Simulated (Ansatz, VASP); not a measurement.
**In3SbAs2: VASP beside Ansatz**

```
CELL_PARAMETERS angstrom
-2.26423 6.78957 3.19482
2.26423 -6.78957 3.19482
2.26423 6.78957 -3.19482
ATOMIC_POSITIONS crystal
As 0.33264 0.00077 0.33188
As 0.66889 0.00077 0.66812
In 0.56474 0.73949 0.82525
In 0.91424 0.73949 0.17475
In 0.27144 0.77144 0.50000
Sb 0.99805 0.99805 0.00000
```

Alike in both runs: task single point; functional PBE; k mesh 6 × 6 × 6; occupations fermi-dirac, width 0.02 eV; no spin polarisation.

```csv
,VASP,Ansatz
version,VASP 6.6.1,Ansatz 0.2.0
potentials or method,"VASP PAW PBE potentials, release 64 (As, In_d, Sb)","plane waves, PAW"
plane-wave cutoff (eV),520,420
valence electrons in the cell,54,84
```

|  | VASP | Ansatz | Ansatz less VASP |
| --- | --- | --- | --- |
| pressure (GPa) | -1.2 | -1.2 | -0.01 |
| rms of the force components (eV/Å) | 0.010 | 0.008 | -0.0014 |

VASP's potentials hold 54 valence electrons a cell and Ansatz's 84, so a difference there can come from the potentials and not from the codes.

Spin-orbit coupling is off throughout.
